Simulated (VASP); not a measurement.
# BeS (F-43m) in VASP: G0W0 quasiparticle levels with PBE

Aim: the G0W0 quasiparticle levels of BeS with PBE.

Everything below comes from runs of VASP 6.6.1. Logs are shortened: lines on timing, memory, paths and dates and some standing lists are left out, and cuts for length are marked.

### Step 1. The cell of the first run

Symmetry: F-43m, No. 216, cubic system. Conventional cell: a = 4.869 Å, b = 4.869 Å, c = 4.869 Å, α = 90.00°, β = 90.00°, γ = 90.00°. Within 2.8 Å of Be (site symmetry -43m) lie 4 S at 2.11 Å. Within 2.8 Å of S (site symmetry -43m) lie 4 Be at 2.11 Å.

### Step 2. G0W0 quasiparticle levels, PBE

Input file POSCAR:

```
BeS
1.0
    0.0000000000      2.4343066380      2.4343066380
    2.4343066380      0.0000000000      2.4343066380
    2.4343066380      2.4343066380      0.0000000000
Be S
1 1
Direct
    0.0000000000      0.0000000000      0.0000000000
    0.2500000000      0.2500000000      0.2500000000
```

Input file INCAR.step1:

```
  ALGO = Normal
  EDIFF = 1E-8
  ENCUT = 500
  GGA = PE
  ISMEAR = 0
  LASPH = True
  LCHARG = False
  LREAL = False
  LWAVE = True
  NELM = 80
  PREC = Accurate
  SIGMA = 0.01
```

Input file INCAR.step2:

```
  ALGO = Exact
  EDIFF = 1E-8
  ENCUT = 500
  GGA = PE
  ISMEAR = 0
  ISTART = 1
  LASPH = True
  LCHARG = False
  LOPTICS = True
  LREAL = False
  LWAVE = True
  NBANDS = 112
  NELM = 1
  PREC = Accurate
  SIGMA = 0.01
```

Input file INCAR.step3:

```
  ALGO = EVGW0
  EDIFF = 1E-8
  ENCUT = 500
  ENCUTGW = 140.0
  GGA = PE
  ISMEAR = 0
  ISTART = 1
  LASPH = True
  LCHARG = False
  LREAL = False
  LWAVE = False
  NBANDS = 112
  NBANDSGW = 12
  NELMGW = 1
  NOMEGA = 48
  PREC = Accurate
  PRECFOCK = Fast
  SIGMA = 0.01
```

Input file KPOINTS:

```
k-points
0
Gamma
  4 4 4
```

Potentials or basis: VASP PAW PBE potentials, release 64 (Be_GW, S_GW).

Launch:

```console
$ cat potpaw_PBE.64/Be_GW/POTCAR potpaw_PBE.64/S_GW/POTCAR > POTCAR
$ cp INCAR.step1 INCAR
$ mpirun -np 1 vasp_std > vasp.out
$ cp INCAR.step2 INCAR
$ mpirun -np 1 vasp_std > vasp.out
$ cp INCAR.step3 INCAR
$ mpirun -np 1 vasp_std > vasp.out
```

OUTCAR:

```text
EDIFF = 1E-8
   ENCUT = 500
   ENCUTGW = 140.0
   GGA = PE
   ISMEAR = 0
   ISTART = 1
   LASPH = True
   LREAL = False
   NELMGW = 1
   PREC = Accurate
   PRECFOCK = Fast

 ion  position               nearest neighbor table
   1  0.000  0.000  0.000-   2 2.11   2 2.11   2 2.11   2 2.11
   2  0.250  0.250  0.250-   1 2.11   1 2.11   1 2.11   1 2.11

  LATTYP: Found a face centered cubic cell.
 ALAT       =     4.8686132760

  Lattice vectors:

 A1 = (   0.0000000000,   2.4343066380,   2.4343066380)
 A2 = (   2.4343066380,   0.0000000000,   2.4343066380)
 A3 = (   2.4343066380,   2.4343066380,   0.0000000000)

Analysis of symmetry for initial positions (statically):
=====================================================================
 Subroutine PRICEL returns:
 Original cell was already a primitive cell.

 Routine SETGRP: Setting up the symmetry group for a
 face centered cubic supercell.

 Subroutine GETGRP returns: Found 24 space group operations
 (whereof 24 operations were pure point group operations)
 out of a pool of 48 trial point group operations.

The static configuration has the point symmetry T_d .

Analysis of symmetry for dynamics (positions and initial velocities):
=====================================================================
 Subroutine PRICEL returns:
 Original cell was already a primitive cell.

 Routine SETGRP: Setting up the symmetry group for a
 face centered cubic supercell.

 Subroutine GETGRP returns: Found 24 space group operations
 (whereof 24 operations were pure point group operations)
 out of a pool of 48 trial point group operations.

The dynamic configuration has the point symmetry T_d .

 Subroutine INISYM returns: Found 24 space group operations
 (whereof 24 operations are pure point group operations),
 and found     1 'primitive' translations

----------------------------------------------------------------------------------------

                                     Primitive cell

  volume of cell :      28.8507

  direct lattice vectors                    reciprocal lattice vectors
     0.000000000  2.434306638  2.434306638    -0.205397296  0.205397296  0.205397296
     2.434306638  0.000000000  2.434306638     0.205397296 -0.205397296  0.205397296
     2.434306638  2.434306638  0.000000000     0.205397296  0.205397296 -0.205397296

  length of vectors
     3.442629462  3.442629462  3.442629462     0.355758552  0.355758552  0.355758552

  position of ions in fractional coordinates (direct lattice)
     0.000000000  0.000000000  0.000000000
     0.250000000  0.250000000  0.250000000

  ion indices of the primitive-cell ions
   primitive index   ion index
                 1           1
                 2           2

----------------------------------------------------------------------------------------

 KPOINTS: k-points

Automatic generation of k-mesh.
 Grid dimensions read from file:
 generate k-points for:    4    4    4

 Generating k-lattice:

  Cartesian coordinates                     Fractional coordinates (reciprocal lattice)
    -0.051349324  0.051349324  0.051349324     0.250000000  0.000000000  0.000000000
     0.051349324 -0.051349324  0.051349324     0.000000000  0.250000000  0.000000000
     0.051349324  0.051349324 -0.051349324     0.000000000  0.000000000  0.250000000

  Length of vectors
     0.088939638  0.088939638  0.088939638

  Shift w.r.t. Gamma in fractional coordinates (k-lattice)
     0.000000000  0.000000000  0.000000000

 Subroutine IBZKPT returns following result:
 ===========================================

 Found      8 irreducible k-points:

 Following reciprocal coordinates:
            Coordinates               Weight
  0.000000  0.000000  0.000000      1.000000
  0.250000  0.000000  0.000000      8.000000
  0.500000  0.000000  0.000000      4.000000
  0.250000  0.250000  0.000000      6.000000
  0.500000  0.250000  0.000000     24.000000
 -0.250000  0.250000  0.000000     12.000000
  0.500000  0.500000  0.000000      3.000000
 -0.250000  0.500000  0.250000      6.000000
   k-points           NKPTS =      8   k-points in BZ     NKDIM =     64   number of bands    NBANDS=    112
   number of dos      NEDOS =    301   number of ions     NIONS =      2
   total plane-waves  NPLWV =  21952
   dimension x,y,z NGX =    28 NGY =   28 NGZ =   28
   dimension x,y,z NGXF=    56 NGYF=   56 NGZF=   56
   ions per type =               1   1
   NGX,Y,Z   is equivalent  to a cutoff of  13.52, 13.52, 13.52 a.u.
   NGXF,Y,Z  is equivalent  to a cutoff of  27.04, 27.04, 27.04 a.u.
 SYSTEM =  unknown system
   PREC   = accura    normal or accurate (medium, high low for compatibility)
   ISTART =      1    job   : 0-new  1-cont  2-samecut
   ICHARG =      0    charge: 1-file 2-atom 10-const
   ISPIN  =      1    spin polarized calculation?
   LNONCOLLINEAR =      F non collinear calculations
   LSORBIT =      F    spin-orbit coupling
   LASPH  =      T    aspherical Exc in radial PAW
   ENCUT  =  500.0 eV  36.75 Ry    6.06 a.u.   6.28  6.28  6.28*2*pi/ulx,y,z
   NELM   =     60;   NELMIN=  2; NELMDL=  0     # of ELM steps
   EDIFF  = 0.1E-07   stopping-criterion for ELM
   LREAL  =      F    real-space projection
   EDIFFG = 0.1E-06   stopping-criterion for IOM
   NSW    =      0    number of steps for IOM
   IBRION =     -1    ionic relax: 0-MD 1-quasi-New 2-CG
   NFREE  =      0    steps in history (QN), initial steepest desc. (CG)
   ISIF   =      0    stress and relaxation
   ISYM   =      3    0-nonsym 1-usesym 2-fastsym
   POTIM  = 0.5000    time-step for ionic-motion
   TEBEG  =    0.0;   TEEND  =   0.0 temperature during run
   PSTRESS=    0.0 pullay stress
   NELECT =       8.0000    total number of electrons
   NUPDOWN=      -1.0000    fix difference up-down
   EMIN   =  10.00;   EMAX   =-10.00  energy-range for DOS
   EFERMI =   0.00;   METHOD = LEGACY
   ISMEAR =     0;   SIGMA  =   0.01  broadening in eV -4-tet -1-fermi 0-gaus
   EFERMI_NEDOS =   21; number of points for ismear=-14 and -15
   IALGO  =     38    algorithm
   IMIX   =      4    mixing-type and parameters
     AMIX     =   0.40;   BMIX     =  1.00
     AMIX_MAG =   1.60;   BMIX_MAG =  1.00
  volume/ion in A,a.u.               =      14.43        97.35
  Fermi-wavevector in a.u.,A,eV,Ry     =   1.067545  2.017368 15.505913  1.139652
  Thomas-Fermi vector in A             =   2.203165
   LORBIT       =      0    0 simple, 1 ext, 2 COOP (PROOUT), +10 PAW based schemes
   GGA     = PE    functional components
   LHFCALC =     T    Hartree Fock is set to
   PRECFOCK=fast      Normal, Fast or Accurate (Low or Medium for compatibility)
   ENCUT4O =  -1.0   cutoff for four orbital integrals eV
   NKREDX  =     1    reduce k-point grid by
   NKREDY  =     1    reduce k-point grid by
   NKREDZ  =     1    reduce k-point grid by
   AEXX    =    1.0000 exact exchange contribution
   HFSCREEN=    0.0000 screening length (either q_TF or 0.3 A-1)
   HFSCREENC=   0.0000 screening length for correlation (either q_TF or 0.3 A-1)
   ENCUTFOCK=  -1.0 apply spherical cutoff to Coloumb kernel
   IVDW    =     0    specifies the selected vdW correction
   LEPSILON=     F    determine dielectric tensor
   LRPA    =     F    only Hartree local field effects (RPA)
   LRPAFORCE           =     F    calculate RPA forces
   ENCUTGW             = 140.0    cutoff for response function in eV
   ENCUTGWSOFT         = 112.0    soft cutoff for Coulomb kernel in GW response function in eV
   ENCUTLF             =  -1.0    cutoff for local field effects
   NELMGW              =     1    number of iterations in solving QP/BSE equation
   NELMHF              =     1    number of iterations in the inner HF iteration
   NKREDLFX            =     1    NKREDLFY  =   1   NKREDLFZ  =   1
 non-spin polarized calculation
 Gauss-broadening in eV      SIGMA  =   0.01
  energy-cutoff  :      500.00
  volume of cell :       28.85
 maximum number of plane-waves:       754
 NGX is ok and might be reduce to    28
  NGX = 14; NGY = 14; NGZ = 14
   NGX = 13   NGY = 13   NGZ = 13
 maximum number of plane-waves:       116
 NGX is ok and might be reduce to    14

 QP shifts <psi_nk| G(iteration)W_0 |psi_nk>: iteration 1
 for sc-GW calculations column KS-energies equals QP-energies in previous step
 and V_xc(KS)=  KS-energies - (<T + V_ion + V_H > + <T+V_H+V_ion>^1  + <V_x>^1)

 k-point   1 :       0.0000    0.0000    0.0000
  band No.  KS-energies  QP-energies   sigma(KS)   V_xc(KS)     V^pw_x(r,r')   Z            occupation Imag(sigma)

      1      -9.9238     -10.9725     -14.1659     -12.7969     -21.3167       0.7661       2.0000       1.5833
      2       3.6985       2.7459     -14.9184     -13.7029     -16.6002       0.7838       2.0000       0.0699
      3       3.6985       2.7459     -14.9184     -13.7029     -16.6002       0.7838       2.0000       0.0699
      4       3.6985       2.7459     -14.9184     -13.7029     -16.6002       0.7838       2.0000       0.0699
      5       9.3382      10.0610      -9.6079     -10.5184      -5.2071       0.7938       0.0000      -0.0879
      6       9.3382      10.0610      -9.6079     -10.5184      -5.2071       0.7938       0.0000      -0.0879
      7       9.3382      10.0610      -9.6079     -10.5184      -5.2071       0.7938       0.0000      -0.0879
      8       9.4800       9.9486      -9.8259     -10.4162      -5.2385       0.7938       0.0000      -0.0969
      9      16.3137      17.1202     -10.3828     -11.4347      -4.9428       0.7668       0.0000      -0.2070
     10      16.3137      17.1202     -10.3828     -11.4347      -4.9428       0.7668       0.0000      -0.2070
     11      18.4840      18.5020      -8.5011      -8.5247      -2.3184       0.7576       0.0000      -0.4703
     12      20.1712      20.3380      -8.4603      -8.6743      -2.2504       0.7791       0.0000      -0.5644

 k-point   2 :       0.2500    0.0000    0.0000
  band No.  KS-energies  QP-energies   sigma(KS)   V_xc(KS)     V^pw_x(r,r')   Z            occupation Imag(sigma)
[... 97 lines left out ...]
      1      -7.7559      -8.5079     -14.9786     -13.9285     -21.5811       0.7161       2.0000       1.0626
      2      -0.5221      -1.7864     -13.6779     -11.9915     -16.6418       0.7497       2.0000       0.1297
      3      -0.1174      -1.3078     -13.3667     -11.8017     -15.9977       0.7606       2.0000       0.1124
      4       0.3978      -0.7264     -13.1916     -11.7282     -15.5647       0.7682       2.0000       0.0981
      5      10.1403      10.5778      -9.9599     -10.5107      -5.6277       0.7943       0.0000      -0.0935
      6      11.7545      12.3433      -9.3494     -10.0920      -4.6353       0.7928       0.0000      -0.1112
      7      12.0695      12.7166      -9.3863     -10.2212      -4.1861       0.7750       0.0000      -0.1354
      8      12.4441      13.2212     -10.7917     -11.8058      -5.6127       0.7663       0.0000      -0.1362
      9      17.8162      18.7105     -10.7197     -11.9142      -4.5042       0.7487       0.0000      -0.3560
     10      17.9928      18.6010     -10.6718     -11.4961      -4.1889       0.7378       0.0000      -0.4348
     11      20.4504      21.3217     -10.6573     -11.8088      -4.0217       0.7566       0.0000      -0.5772
     12      22.0868      22.5267      -9.9922     -10.5489      -3.4749       0.7903       0.0000      -0.8399
```

It took 51 s on 1 thread of Intel Xeon 6975P-C, shared host; peak memory 0.25 GiB.

Results:

| Property | Result |
| --- | --- |
| Band gap on the k mesh, mean-field level | 3.12 eV, indirect (least direct gap 5.64 eV) |
| Quasiparticle gap | 4.40 eV |
| Least direct quasiparticle gap | 7.18 eV |

Caveat: the k points lie up to 0.56 Å⁻¹ apart; bands, screening cutoff and mesh are small and nothing is extrapolated, so the quasiparticle values aren't converged. A k mesh can miss the band edges.
